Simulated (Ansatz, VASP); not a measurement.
# Zr in VASP and in Ansatz

```xyz
1
Lattice="-1.8027 1.8027 1.8027 1.8027 -1.8027 1.8027 1.8027 1.8027 -1.8027" Properties=species:S:1:pos:R:3 pbc="T T T"
Zr    0.0000    0.0000    0.0000
```

Change from the starting cell: volume scaled by 1.02, PAW files.

Alike in both runs: task electric field gradients; functional r2SCAN; k mesh 13 × 13 × 13; occupations fermi-dirac, width 0.05 eV; no spin polarisation.

|  | VASP | Ansatz |
| --- | --- | --- |
| version | VASP 6.6.1 | Ansatz 0.2.0 |
| potentials or method | VASP PAW PBE potentials, release 64 (Zr_sv) | PAW with Ansatz's default frozen-core files, scalar-relativistic |
| plane-wave cutoff (eV) | 520 | 500 |
| valence electrons in the cell | 12 | 12 |

|  | VASP | Ansatz | Ansatz less VASP |
| --- | --- | --- | --- |
| pressure (GPa) | -1.8 | -1.8 | -0.02 |

VASP's potentials were made for PBE, not for r2SCAN.
